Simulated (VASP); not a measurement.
Wanted: the native input for a VASP 6.6.1 run.

```
Task                   : single point
Functional             : PBE
Potentials or basis    : VASP PAW PBE potentials, release 64 (Zn, Cd, Te, O)
Cutoff                 : 520 eV
k mesh                 : 8 × 8 × 8
Occupations            : gaussian, width 0.1 eV
Spin                   : no spin polarisation
Dipole correction      : no
Further INCAR settings : ALGO = Normal; EDIFF = 1e-06; NBANDS = 36
```

The structure of ZnCd2TeO2 lies in POSCAR:

```
ZnCd2TeO2
1.0
    5.2086792893      0.0000000000      0.0000000000
    0.0000000000      5.2086792893      0.0000000000
    0.0000000000      0.0000000000      5.2317778308
Zn Cd Te O
1 2 1 2
Direct
    0.0000000000      0.0000000000      0.0000000000
    0.5000000000      0.0000000000      0.0000000000
    0.0000000000      0.5000000000      0.0000000000
    0.0000000000      0.0000000000      0.5000000000
    0.5000000000      0.5000000000      0.8624516038
    0.5000000000      0.5000000000      0.1375483962
```

One way to write it, as run:

INCAR

```
ALGO     = Normal         # electronic algorithm
EDIFF    = 1E-6           # SCF threshold, eV
ENCUT    = 520            # plane-wave cutoff, eV
GGA      = PE             # functional
ISIF     = 2              # what is computed and relaxed
ISMEAR   = 0              # smearing method
LASPH    = True           # aspherical terms in the spheres
LCHARG   = True           # write CHGCAR
LELF     = True           # ELF
LREAL    = False          # projectors in reciprocal space
LVHAR    = True         
LWAVE    = False          # write WAVECAR
NBANDS   = 36             # bands
NELM     = 80             # most SCF steps
PREC     = Accurate       # precision mode
SIGMA    = 0.1            # smearing width, eV
```

KPOINTS

```
k-points
0
Gamma
  8 8 8
```

Potentials or basis: VASP PAW PBE potentials, release 64 (Zn, Cd, Te, O).

Command:

```bash
$ cat potpaw_PBE.64/Zn/POTCAR potpaw_PBE.64/Cd/POTCAR potpaw_PBE.64/Te/POTCAR potpaw_PBE.64/O/POTCAR > POTCAR
$ mpirun -np 1 vasp_std > vasp.out
```

Results of the run:

```json
{"Pressure": "0.3 GPa", "Largest force": "0.274 eV/Å", "Band gap on the k mesh": "zero (band 27 reaches 1.79 eV, above the bottom of band 28 at 1.26 eV)"}
```

Caveat: spin-orbit coupling is left out, which moves the levels of the heavy elements.

Wall time 3.9 min on 1 thread of Intel(R) Xeon(R) 6975P-C (Granite Rapids), with other jobs on the host, peak memory 0.52 GiB.
